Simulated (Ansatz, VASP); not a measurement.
## ScAl7N8 in VASP and in Ansatz

The input POSCAR:

```
ScAl7N8
1.0
    3.1604906363     -0.0042257669      5.0183552306
    3.1604906363      0.0042257669     -5.0183552306
   -3.1604906363      5.4816271140     -0.0046172641
Sc Al N
1 7 8
Direct
    0.1558446599      0.1792894748      0.3351341318
    0.1598709825      0.1782724166      0.8339427617
    0.6567073632      0.6745313139      0.3312386741
    0.6556703481      0.6740717823      0.8339427617
    0.0754215476      0.5920280529      0.1641431750
    0.5721151191      0.0887216245      0.1641431750
    0.0735032058      0.5964447329      0.6699479418
    0.5774316310      0.0902818707      0.6677135047
    0.3749933834      0.9598215335      0.3348149140
    0.8687227234      0.4639871415      0.3327098619
    0.3669441400      0.9690233992      0.8327543296
    0.8637309333      0.4658101926      0.8327543296
    0.2876478487      0.3913099274      0.1588175783
    0.2859253107      0.3959331967      0.6818585104
    0.7675076479      0.8711697266      0.1588175783
    0.7859631555      0.8813036138      0.6672667723
```

The input INCAR.step1:

```
PREC     = Accurate       # precision mode
ENCUT    = 520            # plane-wave cutoff, eV
ISMEAR   = 0              # smearing method
SIGMA    = 0.01           # smearing width, eV
LREAL    = Auto         
LASPH    = T              # aspherical terms in the spheres
NELM     = 60             # most SCF steps
NBANDS   = 50             # bands
GGA      = PE             # functional
ALGO     = Normal         # electronic algorithm
EDIFF    = 1E-4           # SCF threshold, eV
LWAVE    = T              # write WAVECAR
LCHARG   = F              # write CHGCAR
```

INCAR.step2

```
PREC     = Accurate       # precision mode
ENCUT    = 520            # plane-wave cutoff, eV
EDIFF    = 1E-7           # SCF threshold, eV
ISMEAR   = 0              # smearing method
SIGMA    = 0.01           # smearing width, eV
LREAL    = Auto         
LASPH    = T              # aspherical terms in the spheres
NELM     = 60             # most SCF steps
ALGO     = Normal         # electronic algorithm
ISIF     = 2              # what is computed and relaxed
LWAVE    = F              # write WAVECAR
LCHARG   = T              # write CHGCAR
METAGGA  = R2SCAN         # meta-GGA
LMIXTAU  = T            
LELF     = T              # ELF
LVHAR    = T            
NBANDS   = 50             # bands
ISTART   = 1
```

The input KPOINTS:

```
Automatic mesh
0
Gamma
  6 6 6
```

Input for Ansatz:

```yaml
crystal:
  lattice:
    - [3.1604906363, -0.0042257669, 5.0183552306]
    - [3.1604906363, 0.0042257669, -5.0183552306]
    - [-3.1604906363, 5.481627114, -0.0046172641]
  atoms:
    - { symbol: Sc, position: [0.1558446599, 0.1792894748, 0.3351341318] }
    - { symbol: Al, position: [0.1598709825, 0.1782724166, 0.8339427617] }
    - { symbol: Al, position: [0.6567073632, 0.6745313139, 0.3312386741] }
    - { symbol: Al, position: [0.6556703481, 0.6740717823, 0.8339427617] }
    - { symbol: Al, position: [0.0754215476, 0.5920280529, 0.164143175] }
    - { symbol: Al, position: [0.5721151191, 0.0887216245, 0.164143175] }
    - { symbol: Al, position: [0.0735032058, 0.5964447329, 0.6699479418] }
    - { symbol: Al, position: [0.577431631, 0.0902818707, 0.6677135047] }
    - { symbol: "N", position: [0.3749933834, 0.9598215335, 0.334814914] }
    - { symbol: "N", position: [0.8687227234, 0.4639871415, 0.3327098619] }
    - { symbol: "N", position: [0.36694414, 0.9690233992, 0.8327543296] }
    - { symbol: "N", position: [0.8637309333, 0.4658101926, 0.8327543296] }
    - { symbol: "N", position: [0.2876478487, 0.3913099274, 0.1588175783] }
    - { symbol: "N", position: [0.2859253107, 0.3959331967, 0.6818585104] }
    - { symbol: "N", position: [0.7675076479, 0.8711697266, 0.1588175783] }
    - { symbol: "N", position: [0.7859631555, 0.8813036138, 0.6672667723] }
basis:
  ecutwfc: 500
  xc_grid: 2
kpoints:
  mp_grid: { grid: [6, 6, 6] }
hamiltonian:
  xc: r2scan
  pseudopotentials: { kind: paw, azcp: { folder: soft_1 } }
scf:
  occupations: { method: fixed }
output:
  forces: true
  stress: true
  eigenvalues: true
  polarization: {}
```

Change from the starting cell: polar distortion scaled by 0.70.

Alike in both runs: task single point; functional r2SCAN; k mesh 6 × 6 × 6; no spin polarisation.

|  | VASP | Ansatz |
| --- | --- | --- |
| version | VASP 6.6.1 | Ansatz 0.2.0 |
| potentials or method | VASP PAW PBE potentials, release 64 (Sc_sv, Al, N), cutoff 520 eV | scalar-relativistic, plane waves, PAW |
| occupations | gaussian, width 0.01 eV | fixed |
| valence electrons in the cell | 72 | 72 |

VASP gave:

| Item | Value |
| --- | --- |
| gap on the k mesh at the Fermi level (eV) | 4.06 |
| least direct gap on the mesh (eV) | 4.06 |
| pressure (GPa) | 1.8 |
| traceless stress, the component that is largest in VASP (GPa) | -11.65 |
| rms of the force components (eV/Å) | 0.795 |

**Question.** Which values does Ansatz return?

**Answer.** gap on the k mesh at the Fermi level (eV): 4.02; least direct gap on the mesh (eV): 4.02; pressure (GPa): 1.8; traceless stress, the component that is largest in VASP (GPa): -11.42; rms of the force components (eV/Å): 0.772.

VASP's potentials were made for PBE, not for r2SCAN. Atom by atom the forces differ by 0.035 eV/Å (rms over components).
